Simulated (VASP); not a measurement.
# Mo (P6/mmm) in VASP: further runs, part 2 of 2

VASP 6.6.1. The steps go on from the part before.

## 6. Relaxation of cell and atoms, PBEsol

This run uses another cell than the first one, of 16.56 Å³/atom, 1.048 times its volume.

Contents of INCAR:

```
SYSTEM = Mo
PREC = Accurate
ENCUT = 600
EDIFF = 1E-6
ISMEAR = 1
SIGMA = 0.1
LREAL = .FALSE.
LASPH = .TRUE.
NELM = 60
ALGO = Normal
ISIF = 3
LWAVE = .FALSE.
LCHARG = .FALSE.
GGA = PS
IBRION = 2
NSW = 80
EDIFFG = -0.03
```

Contents of KPOINTS:

```
Automatic mesh
0
G
  14 14 13
  0 0 0
```

Contents of POSCAR:

```
Mo
1.0
    2.7355100000      0.0000000000      0.0000000000
   -1.3677550000      2.3690210000      0.0000000000
    0.0000000000      0.0000000000      2.5551810000
Mo
1
Direct
    0.0000000000      0.0000000000      0.5000000000
```

Potentials or basis: VASP PAW PBE potentials, release 64 (Mo_sv).

Started as:

```
$ cat potpaw_PBE.64/Mo_sv/POTCAR > POTCAR
$ mpirun -np 1 vasp_std > vasp.out
```

Run time: 42 s. Hardware: 1 thread of Intel Xeon 6975P-C (Granite Rapids), shared host; peak memory 0.17 GiB.

It converged, with:

| Quantity | Value |
| --- | --- |
| Free energy | -10.8688 eV |
| Relaxed volume | 16.34 Å³/atom |
| Relaxed cell | a = 2.736 Å, b = 2.736 Å, c = 2.520 Å, α = 90.00°, β = 90.00°, γ = 120.00° |
| Space group after relaxing (to 0.05 Å) | P6/mmm (No. 191) |
| Energy gained by relaxing | 4.1 meV/atom |
| Ionic steps | 8 |
| Pressure after relaxing | 0.1 GPa |
| Band gap on the k mesh | zero (band 7 reaches 12.63 eV, above the bottom of band 8 at 10.67 eV) |

The path:
```
step  energy change (eV)  largest force (eV/Å)  pressure (GPa)  volume (Å³)
   1              0.0000                0.0000           -3.00        16.56
   2              0.0082                0.0000            7.48        15.82
   3             -0.0038                0.0000            0.68        16.29
   4             -0.0038                0.0000            0.57        16.30
   5             -0.0040                0.0000           -0.62        16.38
   6             -0.0041                0.0000           -0.22        16.35
   7             -0.0041                0.0000            0.25        16.32
   8             -0.0041                0.0000            0.10        16.34
```

Final structure:
```
CELL_PARAMETERS angstrom
2.73617 0.00000 0.00000
-1.36809 2.36960 0.00000
0.00000 0.00000 2.51964
ATOMIC_POSITIONS crystal
Mo 0.00000 0.00000 0.50000
```

Levels at points of the mesh, in eV from the Fermi level:
```csv
k point,band 5,band 6,band 7,band 8,band 9,band 10
"(0.00, 0.00, 0.00)",-6.73,-4.27,-0.82,-0.82,4.39,4.39
"(0.50, 0.00, 0.00)",-4.87,-3.10,1.14,1.32,3.73,4.54
```

Caveat: the PAW data sets were made with another functional, which shifts forces and pressure a little.

## 7. Relaxation of cell and atoms, LDA

This run uses another cell than the first one, of 16.56 Å³/atom, 1.048 times its volume.

Contents of INCAR:

```
SYSTEM = Mo
PREC = Accurate
ENCUT = 600
EDIFF = 1E-6
ISMEAR = 1
SIGMA = 0.1
LREAL = .False.
LASPH = .True.
NELM = 100
ALGO = Normal
ISIF = 3
LWAVE = .False.
LCHARG = .False.
GGA = CA
IBRION = 2
NSW = 80
EDIFFG = -0.03
```

Contents of KPOINTS:

```
Automatic mesh
0
Gamma
  14 14 13
  0 0 0
```

POSCAR is that of step 6.

Potentials or basis: VASP PAW LDA potentials, release 64 (Mo_sv).

Started as:

```
$ cat potpaw_LDA.64/Mo_sv/POTCAR > POTCAR
$ mpirun -np 1 vasp_std > vasp.out
```

Wall time 42 s (1 thread of Intel Xeon 6975P-C (Granite Rapids), shared host); peak memory 0.16 GiB.

Results (log left out):

| Property | Result |
| --- | --- |
| Free energy | -11.2362 eV |
| Relaxed volume | 16.05 Å³/atom |
| Relaxed cell | a = 2.725 Å, b = 2.725 Å, c = 2.496 Å, α = 90.00°, β = 90.00°, γ = 120.00° |
| Space group after relaxing (to 0.05 Å) | P6/mmm (No. 191) |
| Energy gained by relaxing | 13.7 meV/atom |
| Ionic steps | 9 |
| Pressure after relaxing | 0.0 GPa |
| Band gap on the k mesh | zero (band 7 reaches 13.00 eV, above the bottom of band 8 at 10.89 eV) |

Step by step:
```
step  energy change (eV)  largest force (eV/Å)  pressure (GPa)  volume (Å³)
   1              0.0000                0.0000           -6.80        16.56
   2              0.0506                0.0000           19.52        14.93
   3             -0.0126                0.0000            0.43        16.03
   4             -0.0137                0.0000           -0.27        16.06
   5             -0.0137                0.0000           -0.25        16.06
   6             -0.0137                0.0000           -0.23        16.06
   7             -0.0137                0.0000           -0.26        16.06
   8             -0.0137                0.0000            0.46        16.01
   9             -0.0137                0.0000            0.00        16.05
```

Final structure:
```
Mo
1.0
     2.72463    0.00000    0.00000
    -1.36232    2.35960    0.00000
     0.00000    0.00000    2.49589
Mo
1
Direct
  0.00000 0.00000 0.50000
```

Levels at points of the mesh, in eV from the Fermi level:
```
           k point  band 4  band 5  band 6  band 7  band 8  band 9  band 10  band 11
(0.00, 0.00, 0.00)  -33.76   -6.71   -4.36   -0.85   -0.85    4.52     4.52    13.05
(0.50, 0.00, 0.00)  -33.60   -4.94   -3.18    1.25    1.40    3.85     4.62    10.51
```

## 8. The runs side by side

| task | level | potentials or basis | cell | cutoff (eV) | gap on the mesh (eV) | pressure (GPa) | relaxed volume (Å³/atom) |
| --- | --- | --- | --- | --- | --- | --- | --- |
| single point | PBEsol+D3(BJ) | VASP PAW PBE potentials, release 64 (Mo_sv) | a = 2.711, b = 2.711, c = 2.483 Å, angles 90.0, 90.0, 120.0°, 1 atom | 520 | none | 0.7 | - |
| single point | LDA | VASP PAW LDA potentials, release 64 (Mo_sv) | a = 2.722, b = 2.722, c = 2.490 Å, angles 90.0, 90.0, 120.0°, 1 atom | 520 | none | 1.1 | - |
| single point | PBEsol | VASP PAW PBE potentials, release 64 (Mo_sv) | a = 2.735, b = 2.735, c = 2.516 Å, angles 90.0, 90.0, 120.0°, 1 atom | 520 | none | 0.6 | - |
| relaxation of cell and atoms | PBEsol+D3(BJ) | VASP PAW PBE potentials, release 64 (Mo_sv) | relaxed from a = 2.736, b = 2.736, c = 2.555 Å, angles 90.0, 90.0, 120.0°, 1 atom | 600 | none | -0.3 | 15.86 |
| relaxation of cell and atoms | PBEsol | VASP PAW PBE potentials, release 64 (Mo_sv) | relaxed from a = 2.736, b = 2.736, c = 2.555 Å, angles 90.0, 90.0, 120.0°, 1 atom | 600 | none | 0.1 | 16.34 |
| relaxation of cell and atoms | LDA | VASP PAW LDA potentials, release 64 (Mo_sv) | relaxed from a = 2.736, b = 2.736, c = 2.555 Å, angles 90.0, 90.0, 120.0°, 1 atom | 600 | none | 0.0 | 16.05 |

Alike in all rows: no spin polarisation; k mesh 14 × 14 × 13; smearing methfessel-paxton 0.1 eV.

Caveats: the PAW data sets were made with another functional, which shifts forces and pressure a little (some runs); pairwise dispersion overbinds metals, which lowers pressure and volume (some runs).

Total energies depend on the potentials used, so only differences within one code and one set of settings carry meaning.
